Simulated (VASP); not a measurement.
Input of a VASP 6.6.1 run:

File INCAR:

```
SYSTEM = TePb
PREC = Accurate ; ENCUT = 520
EDIFF = 1E-6 ; ISMEAR = -1
SIGMA = 0.08 ; LREAL = .False.
LASPH = .True. ; NELM = 100
ALGO = Normal ; ISIF = 2
LWAVE = .False. ; LCHARG = .False.
GGA = PE ; NBANDS = 17
```

The input KPOINTS:

```
Automatic mesh
0
Gamma
  11 11 11
  0 0 0
```

The input POSCAR:

```
TePb
1.0
    0.0000000000      3.5391709183      3.5391709183
    3.5391709183      0.0000000000      3.5391709183
    3.5391709183      3.5391709183      0.0000000000
Pb Te
1 1
Direct
    0.0000000000      0.0000000000      0.0000000000
    0.2500000000      0.2500000000      0.2500000000
```

Potentials or basis: VASP PAW PBE potentials, release 64 (Pb_d, Te).

Launch:

```console
$ cat potpaw_PBE.64/Pb_d/POTCAR potpaw_PBE.64/Te/POTCAR > POTCAR
$ mpirun -np 1 vasp_std > vasp.out
```

Problem. What does it give for the pressure?

Solution. 3.2 GPa.

Problem. Predict the band gap on the k mesh.

Solution. 0.47 eV (least direct gap 1.12 eV).

Caveat: the cell stands under pressure; spin-orbit coupling is left out, which moves the levels of the heavy elements; an odd mesh through Γ misses points on the zone boundary, where band edges can lie.
